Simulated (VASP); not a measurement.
Wanted: the native input for a VASP 6.6.1 run.

```
Task                   : single point
Functional             : PBE
Dispersion             : D4
Potentials or basis    : VASP PAW PBE potentials, release 64 (Sn_d, Se)
Cutoff                 : 520 eV
k mesh                 : 9 × 9 × 6
Occupations            : gaussian, width 0.02 eV
Spin                   : no spin polarisation
Dipole correction      : no
Further INCAR settings : ALGO = Normal; EDIFF = 1e-06; NBANDS = 20
```

The structure of SnSe2 lies in POSCAR:

```
SnSe2
1.0
    3.8381303771      0.0000000000      0.0000000000
   -1.9190651886      3.3239184096      0.0000000000
    0.0000000000      0.0000000000      6.0042966469
Sn Se
1 2
Direct
    0.0000000000      0.0000000000      0.0000000000
    0.3333333333      0.6666666667      0.2654157971
    0.6666666667      0.3333333333      0.7345842029
```

The input as run:

INCAR

```
SYSTEM = SnSe2
PREC = Accurate ; ENCUT = 520
EDIFF = 1E-6 ; ISMEAR = 0
SIGMA = 0.02 ; LREAL = .False.
LASPH = .True. ; NELM = 80
ALGO = Normal ; ISIF = 2
LWAVE = .False. ; LCHARG = .False.
GGA = PE ; IVDW = 13
NBANDS = 20
```

KPOINTS

```
regular mesh
0
Gamma
  9 9 6
  0 0 0
```

Potentials or basis: VASP PAW PBE potentials, release 64 (Sn_d, Se).

Run with:

```sh
$ cat potpaw_PBE.64/Sn_d/POTCAR potpaw_PBE.64/Se/POTCAR > POTCAR
$ mpirun -np 1 vasp_std > vasp.out
```

It gave:

- Pressure: 0.1 GPa
- Largest force: 0.014 eV/Å
- Band gap on the k mesh: 0.37 eV (least direct gap 0.82 eV)
- Dispersion energy per atom: -0.400 eV

Caveat: semilocal functionals underestimate gaps, and a narrow one can read as zero; spin-orbit coupling is left out, which moves the levels of the heavy elements.

It took 2.5 min on 1 thread of Intel Xeon 8259CL (shared host), peak memory 0.25 GiB.
